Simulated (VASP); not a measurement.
Write the native input for VASP 6.6.1 that does the following.

| Quantity | Value |
| --- | --- |
| Task | single point |
| Functional | PBE |
| Potentials or basis | VASP PAW PBE potentials, release 64 (Si, C) |
| Cutoff | 520 eV |
| k mesh | 6 × 6 × 6 |
| Occupations | gaussian, width 0.01 eV |
| Spin | no spin polarisation |
| Dipole correction | no |
| Further INCAR settings | ALGO = Normal; EDIFF = 1e-06; NBANDS = 11 |

The structure of SiC lies in POSCAR:

```
SiC
1.0
    0.0000000000      2.1780523469      2.1780523469
    2.1780523469      0.0000000000      2.1780523469
    2.1780523469      2.1780523469      0.0000000000
Si C
1 1
Direct
    0.0000000000      0.0000000000      0.0000000000
    0.2500000000      0.2500000000      0.2500000000
```

The input as run:

INCAR

```
  ALGO = Normal
  EDIFF = 1E-6
  ENCUT = 520
  GGA = PE
  ISIF = 2
  ISMEAR = 0
  LASPH = T
  LCHARG = T
  LELF = T
  LREAL = F
  LVHAR = T
  LWAVE = F
  NBANDS = 11
  NELM = 60
  PREC = Accurate
  SIGMA = 0.01
```

KPOINTS

```
k-points
0
Gamma
  6 6 6
```

Potentials or basis: VASP PAW PBE potentials, release 64 (Si, C).

The run is started by

```console
$ cat potpaw_PBE.64/Si/POTCAR potpaw_PBE.64/C/POTCAR > POTCAR
$ mpirun -np 1 vasp_std > vasp.out
```

Results of the run:

```
Pressure               : 3.5 GPa
Band gap on the k mesh : 1.35 eV, indirect (least direct gap 4.54 eV)
```

It took 2.9 s on 1 thread of Intel(R) Xeon(R) Platinum 8488C (Sapphire Rapids), on a shared host, peak memory 0.13 GiB.
